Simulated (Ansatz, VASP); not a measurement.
# Two plane-wave programs on Ge

```
CELL_PARAMETERS angstrom
0.00000 2.80839 2.83292
2.80839 0.00000 2.83292
2.80839 2.80839 0.00000
ATOMIC_POSITIONS crystal
Ge 0.00000 0.00000 0.00000
Ge 0.25000 0.25000 0.25000
```

Alike in both runs: functional LDA; k mesh 12 × 12 × 12; occupations gaussian, width 0.05 eV; no spin polarisation.

Ansatz relaxed the structure, and its values are those at the end. VASP's run is a single point on that final structure, the one shown.

|  | VASP | Ansatz |
| --- | --- | --- |
| version | VASP 6.6.1 | Ansatz 0.2.0 |
| potentials or method | VASP PAW LDA potentials, release 64 (Ge_d) | scalar-relativistic, plane waves, PAW |
| plane-wave cutoff (eV) | 520 | 420 |
| valence electrons in the cell | 28 | 28 |

|  | VASP | Ansatz | Ansatz less VASP |
| --- | --- | --- | --- |
| gap on the k mesh at the Fermi level (eV) | none | none | - |
| pressure (GPa) | -0.2 | -0.4 | -0.19 |

LDA's correlation is that of Perdew and Zunger in VASP and of Perdew and Wang (1992) in Ansatz. A gap of «none» marks a metal or a gap that the smearing closes. Ansatz's warnings: stress scf threshold loose.
